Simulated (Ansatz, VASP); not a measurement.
ZrTl2F: VASP beside Ansatz

INCAR

```
PREC = Accurate
ENCUT = 520
EDIFF = 1E-7
ISMEAR = 0
SIGMA = 0.1
LREAL = F
LASPH = T
NELM = 150
ALGO = Normal
ISIF = 2
LWAVE = F
LCHARG = T
ISPIN = 2
MAGMOM = 1 0 0 0
LORBIT = 11
LMAXMIX = 4
GGA = PE
LELF = T
LVHAR = T
NBANDS = 34
```

KPOINTS

```
regular mesh
0
Gamma
  4 4 4
```

POSCAR

```
ZrTl2F
1.0
   -3.0014309927      3.0014309927      2.7547486952
    3.0014309927     -3.0014309927      2.7547486952
    3.0014309927      3.0014309927     -2.7547486952
Zr Tl F
1 2 1
Direct
    0.5000000000      0.5000000000      0.0000000000
    0.5000000000      0.0000000000      0.5000000000
    0.0000000000      0.5000000000      0.5000000000
    0.0000000000      0.0000000000      0.0000000000
```

Input for Ansatz:

```yaml
crystal:
  lattice:
    - [-3.0014309927, 3.0014309927, 2.7547486952]
    - [3.0014309927, -3.0014309927, 2.7547486952]
    - [3.0014309927, 3.0014309927, -2.7547486952]
  atoms:
    - { symbol: Zr, position: [0.5, 0.5, 0.0], spin: 1.0 }
    - { symbol: Tl, position: [0.5, 0.0, 0.5] }
    - { symbol: Tl, position: [0.0, 0.5, 0.5] }
    - { symbol: F, position: [0.0, 0.0, 0.0] }
basis:
  ecutwfc: 420
kpoints:
  mp_grid: { grid: [4, 4, 4] }
hamiltonian:
  xc: pbe
scf:
  occupations: { method: gaussian, width: 0.1 }
  lower_state_search: "off"
output:
  forces: true
  stress: true
  eigenvalues: true
  populations: true
magnetization:
  spin_polarized: true
```

Alike in both runs: task single point; functional PBE; k mesh 4 × 4 × 4; occupations gaussian, width 0.1 eV; collinear spin.

|  | VASP | Ansatz |
| --- | --- | --- |
| version | VASP 6.6.1 | Ansatz 0.2.0 |
| potentials or method | VASP PAW PBE potentials, release 64 (Zr_sv, Tl_d, F), cutoff 520 eV | scalar-relativistic, plane waves, PAW |
| valence electrons in the cell | 45 | 45 |

|  | VASP | Ansatz | Ansatz less VASP |
| --- | --- | --- | --- |
| gap on the k mesh at the Fermi level (eV) | none | none | - |
| pressure (GPa) | -0.3 | -0.2 | +0.10 |
| traceless stress, the component that is largest in VASP (GPa) | -1.54 | -1.54 | -0.005 |
| net moment per atom (μB) | 0.00 | 0.00 | 0.000 |

A gap of «none» marks a metal or a gap that the smearing closes. The functional is the same, so the differences come from potentials, cutoffs and numerics. Ansatz's warnings: seeded moment not kept.

The k mesh is coarse, so the values compare programs but aren't converged. Neither program's run includes spin-orbit coupling.
